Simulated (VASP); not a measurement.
Write the native input for VASP 6.6.1 that does the following.

* Task: single point
* Functional: PBE
* Potentials or basis: VASP PAW PBE potentials, release 64 (Fe, Ni)
* Cutoff: 520 eV
* k mesh: 6 × 6 × 6
* Occupations: gaussian, width 0.1 eV
* Spin: collinear spin, ferromagnetic start
* Starting moments: [3.18, 0.78, 0.78, 0.78] μB
* Dipole correction: no
* Further INCAR settings: ALGO = Normal; EDIFF = 1e-06; NBANDS = 31

The structure of FeNi3 lies in POSCAR:

```
FeNi3
1.0
    3.5440423172      0.0000000000      0.0000000000
    0.0000000000      3.5440423172      0.0000000000
    0.0000000000      0.0000000000      3.5440423172
Fe Ni
1 3
Direct
    0.0000000000      0.0000000000      0.0000000000
    0.0000000000      0.5000000000      0.5000000000
    0.5000000000      0.5000000000      0.0000000000
    0.5000000000      0.0000000000      0.5000000000
```

These files were run (other wordings do the same):

INCAR

```
SYSTEM = FeNi3
PREC     = Accurate       ! precision mode
ENCUT    = 520            ! plane-wave cutoff, eV
EDIFF    = 1E-6           ! SCF threshold, eV
ISMEAR   = 0              ! smearing method
SIGMA    = 0.1            ! smearing width, eV
LREAL    = .FALSE.        ! projectors in reciprocal space
LASPH    = .TRUE.         ! aspherical terms in the spheres
NELM     = 150            ! most SCF steps
ALGO     = Normal         ! electronic algorithm
ISIF     = 2              ! what is computed and relaxed
LWAVE    = .FALSE.        ! write WAVECAR
LCHARG   = .FALSE.        ! write CHGCAR
ISPIN    = 2              ! spin polarisation
MAGMOM   = 3.18 0.78 0.78 0.78 ! initial moments
LORBIT   = 11             ! projections on sites
LMAXMIX  = 4              ! l up to which the mixer works
GGA      = PE             ! functional
NBANDS   = 31             ! bands
```

KPOINTS

```
Automatic mesh
0
G
  6 6 6
  0 0 0
```

Potentials or basis: VASP PAW PBE potentials, release 64 (Fe, Ni).

Run with:

```bash
$ cat potpaw_PBE.64/Fe/POTCAR potpaw_PBE.64/Ni/POTCAR > POTCAR
$ mpirun -np 1 vasp_std > vasp.out
```

Results of the run:

```
Pressure                                              : 0.1 GPa
Net moment                                            : 4.87 μB per cell
Site moments                                          : Fe +2.92; Ni +0.66 μB
Valence electrons inside the program's atomic spheres : Fe 7.09; Ni 9.34
```

Run time: 72 s on 1 thread of Oxide Virtual Turin-like Processor, on a shared host, peak memory 0.16 GiB.
